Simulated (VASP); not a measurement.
# BN (Fmm2) in VASP: notebook

Runs on BN. Level: LDA. Tasks: single point.

All numbers are computed with VASP 6.6.1; they aren't measurements. Logs are shortened: lines on timing, memory, paths and dates and some standing lists are left out, and cuts for length are marked.

## (1) The cell of the first run

The structure is orthorhombic, space group Fmm2 (No. 42). Conventional cell: a = 2.574 Å, b = 7.188 Å, c = 4.098 Å, α = 90.00°, β = 90.00°, γ = 90.00°. B (site symmetry mm2) has 3 N at 1.37 to 1.46 Å within 1.8 Å. Within 1.8 Å of N (site symmetry mm2) lie 3 B at 1.37 to 1.46 Å.

## (2) Single point, LDA

File INCAR:

```
SYSTEM = BN
PREC = Accurate
ENCUT = 600
EDIFF = 1E-6
ISMEAR = 0
SIGMA = 0.05
LREAL = .FALSE.
LASPH = .TRUE.
NELM = 120
ALGO = Normal
ISIF = 2
LWAVE = .FALSE.
LCHARG = .TRUE.
LELF = .TRUE.
LVHAR = .TRUE.
NBANDS = 11
GGA_COMPAT = .FALSE.
```

File KPOINTS:

```
regular mesh
0
G
  12 12 12
  0 0 0
```

File POSCAR:

```
BN
1.0
    0.0000000000      3.5938268421      2.0489685745
    1.2869077520      0.0000000000      2.0489685745
    1.2869077520      3.5938268421      0.0000000000
B N
1 1
Direct
    0.0000486500      0.0000486500      0.9999513500
    0.6666513400      0.6666513400      0.3333486600
```

Potentials or basis: VASP PAW LDA potentials, release 64 (B, N).

Command:

```sh
> cat potpaw_LDA.64/B/POTCAR potpaw_LDA.64/N/POTCAR > POTCAR
> mpirun -np 1 vasp_std > vasp.out
```

OUTCAR:

```text
SYSTEM = BN
   PREC = Accurate
   ENCUT = 600
   EDIFF = 1E-6
   ISMEAR = 0
   LREAL = .FALSE.
   LASPH = .TRUE.
   NELM = 120
   ISIF = 2

 ion  position               nearest neighbor table
   1  0.000  0.000  1.000-   2 1.37   2 1.46   2 1.46
   2  0.667  0.667  0.333-   1 1.37   1 1.46   1 1.46

  LATTYP: Found a face centered orthorhombic cell.
 ALAT       =     2.5738155040
 B/A-ratio  =     1.5921642956
 C/A-ratio  =     2.7926064137

  Lattice vectors:

 A1 = (   0.0000000000,   3.5938268421,   2.0489685745)
 A2 = (  -1.2869077520,   3.5938268421,   0.0000000000)
 A3 = (  -1.2869077520,   0.0000000000,   2.0489685745)

Analysis of symmetry for initial positions (statically):
=====================================================================
 Subroutine PRICEL returns:
 Original cell was already a primitive cell.

 Routine SETGRP: Setting up the symmetry group for a
 face centered orthorhombic supercell.

 Subroutine GETGRP returns: Found  4 space group operations
 (whereof  4 operations were pure point group operations)
 out of a pool of  8 trial point group operations.

The static configuration has the point symmetry C_2v.

Analysis of symmetry for dynamics (positions and initial velocities):
=====================================================================
 Subroutine PRICEL returns:
 Original cell was already a primitive cell.

 Routine SETGRP: Setting up the symmetry group for a
 face centered orthorhombic supercell.

 Subroutine GETGRP returns: Found  4 space group operations
 (whereof  4 operations were pure point group operations)
 out of a pool of  8 trial point group operations.

The dynamic configuration has the point symmetry C_2v.

 Subroutine INISYM returns: Found  4 space group operations
 (whereof  4 operations are pure point group operations),
 and found     1 'primitive' translations

----------------------------------------------------------------------------------------

                                     Primitive cell

  volume of cell :      18.9526

  direct lattice vectors                    reciprocal lattice vectors
     0.000000000  3.593826842  2.048968574    -0.388528237  0.139127460  0.244025217
     1.286907752  0.000000000  2.048968574     0.388528237 -0.139127460  0.244025217
     1.286907752  3.593826842  0.000000000     0.388528237  0.139127460 -0.244025217

  length of vectors
     4.136890570  2.419587523  3.817292618     0.479436072  0.479436072  0.479436072

  position of ions in fractional coordinates (direct lattice)
     0.000048650  0.000048650  0.999951350
     0.666651340  0.666651340  0.333348660

[... 87 lines left out ...]
   NELECT =       8.0000    total number of electrons
   NUPDOWN=      -1.0000    fix difference up-down
   EMIN   =  10.00;   EMAX   =-10.00  energy-range for DOS
   EFERMI =   0.00;   METHOD = LEGACY
   ISMEAR =     0;   SIGMA  =   0.05  broadening in eV -4-tet -1-fermi 0-gaus
   EFERMI_NEDOS =   21; number of points for ismear=-14 and -15
   IALGO  =     38    algorithm
   IMIX   =      4    mixing-type and parameters
     AMIX     =   0.40;   BMIX     =  1.00
     AMIX_MAG =   1.60;   BMIX_MAG =  1.00
  volume/ion in A,a.u.               =       9.48        63.95
  Fermi-wavevector in a.u.,A,eV,Ry     =   1.228047  2.320672 20.518928  1.508099
  Thomas-Fermi vector in A             =   2.362987
   LORBIT       =      0    0 simple, 1 ext, 2 COOP (PROOUT), +10 PAW based schemes
   GGA     = CA    functional components
   LHFCALC =     F    Hartree Fock is set to
   AEXX    =    0.0000 exact exchange contribution
   IVDW    =     0    specifies the selected vdW correction
   LEPSILON=     F    determine dielectric tensor
   LRPA    =     F    only Hartree local field effects (RPA)
 non-spin polarized calculation
 Gauss-broadening in eV      SIGMA  =   0.05
  energy-cutoff  :      600.00
  volume of cell :       18.95
 maximum number of plane-waves:       652
 NGX is ok and might be reduce to    36
   NGX = 17   NGY =  9   NGZ = 15

 number of electron       8.0000000 magnetization

 Free energy of the ion-electron system (eV)
  ---------------------------------------------------
  ext. energy  EPLUGINS =         0.00000000
  ---------------------------------------------------
  free energy    TOTEN  =       -19.11612723 eV

  energy without entropy =      -19.11612723  energy(sigma->0) =      -19.11612723

 E-fermi :   2.0656     XC(G=0): -10.1110

 val. band max:        1.8556003439   @ k =   0.5000  -0.4167   0.0833
 cond. band min:       5.8800413812   @ k =   0.0000   0.5000   0.5000
 fundamental gap:      4.0244410373
 Fermi energy:         2.0655837138

 k-point     1 :       0.0000    0.0000    0.0000
  band No.  band energies     occupation
      1     -16.0912      2.00000
      2      -3.0742      2.00000
      3       0.3241      2.00000
      4       0.5452      2.00000
      5       6.1315      0.00000
      6      12.6962      0.00000
      7      13.7490      0.00000
      8      14.9182      0.00000
      9      17.9145      0.00000
     10      27.1018      0.00000
     11      28.0800      0.00000
[... 309 lines left out ...]
 k-point    24 :      -0.4167    0.1667    0.0000
  band No.  band energies     occupation
      1     -12.6486      2.00000
      2      -7.0976      2.00000
      3      -3.4660      2.00000
      4       0.8899      2.00000
      5       6.4901      0.00000
      6      13.7750      0.00000
      7      15.6304      0.00000
      8      16.5758      0.00000
      9      19.2846      0.00000
     10      22.2629      0.00000
     11      23.9376      0.00000

 [... further k-points ...]

------------------------ aborting loop because EDIFF is reached ----------------------------------------

  FORCE on cell =-STRESS in cart. coord.  units (eV):
  Direction    XX          YY          ZZ          XY          YZ          ZX
  --------------------------------------------------------------------------------------
  -------------------------------------------------------------------------------------
  Total       -2.2894034     -0.2010606      5.0752990      0.0000000      0.0000000      0.0000000
  in kB     -193.5365718    -16.9968184    429.0445166      0.0000000      0.0000000      0.0000000
  external PRESSURE =      72.8370422 kB  Pullay stress =       0.0000000 kB

 VOLUME and BASIS-vectors are now :
 -----------------------------------------------------------------------------
  energy-cutoff  :      600.00
  volume of cell :       18.95
      direct lattice vectors                 reciprocal lattice vectors
     0.000000000  3.593826842  2.048968574    -0.388528237  0.139127460  0.244025217
     1.286907752  0.000000000  2.048968574     0.388528237 -0.139127460  0.244025217
     1.286907752  3.593826842  0.000000000     0.388528237  0.139127460 -0.244025217

 POSITION                                       TOTAL-FORCE (eV/Angst)
 -----------------------------------------------------------------------------------
      1.28691      3.59383      0.00020         0.000000      0.000000      1.561827
      1.28691      3.59383      2.73190         0.000000      0.000000     -1.561827
 -----------------------------------------------------------------------------------
    total drift:                                0.000000     -0.000001     -0.000235

  FREE ENERGIE OF THE ION-ELECTRON SYSTEM (eV)
  ---------------------------------------------------
  free  energy   TOTEN  =       -19.1161272301 eV

  energy  without entropy=      -19.1161272301  energy(sigma->0) =      -19.11612723
```

Wall time 2 min (1 thread of Intel Xeon 8259CL, shared host); peak memory 0.19 GiB.

What came out:

- Free energy: -19.1161 eV
- Pressure: 7.3 GPa
- Largest force: 1.562 eV/Å
- Band gap on the k mesh: 4.02 eV (least direct gap 4.56 eV)

Forces in eV/Å, atoms in the order of the input:
```
B    0.000  0.000  1.562
N    0.000  0.000 -1.562
```

Levels at points of the mesh, in eV from the valence-band top:
```csv
k point,band 1,band 2,band 3,band 4,band 5,band 6,band 7,band 8,band 9
"(0.00, 0.00, 0.00)",-17.95,-4.93,-1.53,-1.31,4.28,10.84,11.89,13.06,16.06
"(0.50, 0.00, 0.00)",-14.80,-9.27,-3.86,-1.37,4.42,10.90,12.87,14.93,19.01
"(0.50, 0.50, 0.00)",-14.30,-8.95,-5.15,-0.20,5.59,8.38,12.36,13.72,18.25
"(0.50, 0.00, 0.50)",-17.78,-6.39,-1.55,-1.30,8.90,10.76,10.85,14.07,15.38
"(0.00, 0.50, 0.50)",-14.22,-8.81,-5.18,-0.94,4.02,8.57,13.86,18.92,19.11
```

Caveat: the cell stands under pressure; forces of over 1 eV/Å act on the atoms, so gaps and moduli don't describe the material at rest. A k mesh can miss the band edges.

(Part 1 of 2 ends here.)
